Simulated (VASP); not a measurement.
Set up this calculation in VASP 6.6.1, as the native input.

```
Task                   : single point
Functional             : PBE
Potentials or basis    : VASP PAW PBE potentials, release 64 (Ca_sv, Al, O)
Cutoff                 : 520 eV
k mesh                 : 4 × 4 × 4
Occupations            : gaussian, width 0.1 eV
Spin                   : no spin polarisation
Dipole correction      : no
Further INCAR settings : ALGO = Normal; EDIFF = 1e-06; NBANDS = 22
```

The structure of Ca2AlO lies in POSCAR:

```
Ca2AlO
1.0
    3.5234397042      0.0000000000      0.0000000000
    0.0000000000      3.5234397042      0.0000000000
    0.0000000000      0.0000000000      8.1395691978
Ca Al O
2 1 1
Direct
    0.0000000000      0.5000000000      0.3305101882
    0.5000000000      0.0000000000      0.6694898118
    0.0000000000      0.0000000000      0.0000000000
    0.5000000000      0.5000000000      0.5000000000
```

The cell was generated, and may not be a known phase.

One way to write it, as run:

INCAR

```
ALGO = Normal
EDIFF = 1E-6
ENCUT = 520
GGA = PE
ISIF = 2
ISMEAR = 0
LASPH = True
LCHARG = False
LREAL = False
LWAVE = False
NBANDS = 22
NELM = 60
PREC = Accurate
SIGMA = 0.1
```

KPOINTS

```
k-points
0
Gamma
  4 4 4
```

Potentials or basis: VASP PAW PBE potentials, release 64 (Ca_sv, Al, O).

Command:

```console
$ cat potpaw_PBE.64/Ca_sv/POTCAR potpaw_PBE.64/Al/POTCAR potpaw_PBE.64/O/POTCAR > POTCAR
$ mpirun -np 1 vasp_std > vasp.out
```

Results of the run:

| Item | Value |
| --- | --- |
| Pressure | 0.3 GPa |
| Largest force | 0.058 eV/Å |
| Band gap on the k mesh | zero (an odd number of electrons rules out a gap without spin polarisation) |

Caveat: the k points lie up to 0.45 Å⁻¹ apart, too coarse for converged energies and pressures of a metal; an odd number of electrons without spin polarisation forces a metal; a magnetic or distorted state may lie lower.

It took 22 s on 1 thread of AMD EPYC 9R45 96-Core Processor (Zen 5) (shared host), peak memory 0.2 GiB.
